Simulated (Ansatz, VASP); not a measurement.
# Hf2SnSe6 in VASP and in Ansatz

Contents of INCAR:

```
SYSTEM = Hf2SnSe6
PREC = Accurate
ENCUT = 520
EDIFF = 1E-7
ISMEAR = 0
SIGMA = 0.1
LREAL = .False.
LASPH = .True.
NELM = 100
ALGO = Normal
ISIF = 2
LWAVE = .False.
LCHARG = .False.
GGA = PE
NBANDS = 45
```

KPOINTS

```
regular mesh
0
Gamma
  3 3 4
  0 0 0
```

POSCAR

```
Hf2SnSe6
1.0
    6.6105194000      0.0000000000      0.0000000000
   -3.3052597000      5.7248778000      0.0000000000
    0.0000000000      0.0000000000      7.2051010000
Hf Sn Se
2 1 6
Direct
    0.6666667000      0.3333333000      0.0000000000
    0.3333333000      0.6666667000      0.0000000000
    0.0000000000      0.0000000000      0.0000000000
    0.6604310000      0.6604310000      0.2202460000
    0.3395690000      0.0000000000      0.2202460000
    0.0000000000      0.3395690000      0.2202460000
    0.0000000000      0.6604310000      0.7797540000
    0.6604310000      0.0000000000      0.7797540000
    0.3395690000      0.3395690000      0.7797540000
```

Input for Ansatz:

```yaml
crystal:
  lattice:
    - [6.6105194, 0.0, 0.0]
    - [-3.3052597, 5.7248778, 0.0]
    - [0.0, 0.0, 7.205101]
  atoms:
    - { symbol: Hf, position: [0.6666667, 0.3333333, 0.0] }
    - { symbol: Hf, position: [0.3333333, 0.6666667, 0.0] }
    - { symbol: Sn, position: [0.0, 0.0, 0.0] }
    - { symbol: Se, position: [0.660431, 0.660431, 0.220246] }
    - { symbol: Se, position: [0.339569, 0.0, 0.220246] }
    - { symbol: Se, position: [0.0, 0.339569, 0.220246] }
    - { symbol: Se, position: [0.0, 0.660431, 0.779754] }
    - { symbol: Se, position: [0.660431, 0.0, 0.779754] }
    - { symbol: Se, position: [0.339569, 0.339569, 0.779754] }
basis:
  ecutwfc: 420
kpoints:
  mp_grid: { grid: [3, 3, 4] }
hamiltonian:
  xc: pbe
scf:
  occupations: { method: gaussian, width: 0.1 }
  lower_state_search: "off"
output:
  forces: true
  stress: true
  eigenvalues: true
```

Alike in both runs: task single point; functional PBE; k mesh 3 × 3 × 4; occupations gaussian, width 0.1 eV; no spin polarisation.

```csv
,VASP,Ansatz
version,VASP 6.6.1,Ansatz 0.2.0
potentials or method,"VASP PAW PBE potentials, release 64 (Hf_pv, Sn_d, Se), cutoff 520 eV","scalar-relativistic, plane waves, PAW"
valence electrons in the cell,70,162
```

```tsv
	VASP	Ansatz	Ansatz less VASP
gap on the k mesh at the Fermi level (eV)	0.16	0.15	-0.006
least direct gap on the mesh (eV)	0.52	0.52	-0.006
pressure (GPa)	-0.1	0.0	+0.17
rms of the force components (eV/Å)	0.021	0.005	-0.0160
```

Atom by atom the forces differ by 0.017 eV/Å (rms over components). The functional is the same, so the differences come from potentials, cutoffs and numerics. VASP's potentials hold 70 valence electrons a cell and Ansatz's 162, so a difference there can come from the potentials and not from the codes.

Spin-orbit coupling is off throughout.
